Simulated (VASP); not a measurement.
Set up this calculation in VASP 6.6.1, as the native input.

- Task: single point
- Functional: r2SCAN
- Potentials or basis: VASP PAW PBE potentials, release 64 (Zn, Se)
- Cutoff: 520 eV
- k mesh: 8 × 8 × 8
- Occupations: gaussian, width 0.02 eV
- Spin: no spin polarisation
- Dipole correction: no
- Further INCAR settings: ALGO = Normal; EDIFF = 1e-06; NBANDS = 16

Crystal: ZnSe.

```
CELL_PARAMETERS angstrom
0.00000 2.71477 2.71477
2.71477 0.00000 2.71477
2.71477 2.71477 0.00000
ATOMIC_POSITIONS crystal
Zn 0.00000 0.00000 0.00000
Se 0.25000 0.25000 0.25000
```

This cell differs from its parent crystal: volume scaled by 0.88.

The input as run:

POSCAR

```
ZnSe
1.0
    0.0000000000      2.7147660291      2.7147660291
    2.7147660291      0.0000000000      2.7147660291
    2.7147660291      2.7147660291      0.0000000000
Zn Se
1 1
Direct
    0.0000000000      0.0000000000      0.0000000000
    0.2500000000      0.2500000000      0.2500000000
```

INCAR.step1

```
SYSTEM = ZnSe
ALGO = Normal
EDIFF = 1E-4
ENCUT = 520
GGA = PE
ISMEAR = 0
LASPH = .True.
LCHARG = .False.
LREAL = .False.
LWAVE = .True.
NBANDS = 16
NELM = 100
PREC = Accurate
SIGMA = 0.02
```

INCAR.step2

```
SYSTEM = ZnSe
ALGO = Normal
EDIFF = 1E-6
ENCUT = 520
ISIF = 2
ISMEAR = 0
ISTART = 1
LASPH = .True.
LCHARG = .True.
LELF = .True.
LMIXTAU = .True.
LREAL = .False.
LVHAR = .True.
LWAVE = .False.
METAGGA = R2SCAN
NBANDS = 16
NELM = 100
PREC = Accurate
SIGMA = 0.02
```

KPOINTS

```
k-points
0
Gamma
  8 8 8
  0 0 0
```

Potentials or basis: VASP PAW PBE potentials, release 64 (Zn, Se).

Launch:

```sh
$ cat potpaw_PBE.64/Zn/POTCAR potpaw_PBE.64/Se/POTCAR > POTCAR
$ cp INCAR.step1 INCAR
$ mpirun -np 1 vasp_std > vasp.out
$ cp INCAR.step2 INCAR
$ mpirun -np 1 vasp_std > vasp.out
```

Results of the run:

```
Pressure               : 11.2 GPa
Band gap on the k mesh : 2.45 eV, direct
```

Caveat: the PAW data sets were made with another functional, which shifts forces and pressure a little.

It took 47 s on 1 thread of Intel(R) Xeon(R) 6975P-C (Granite Rapids), on a shared host, peak memory 0.18 GiB.
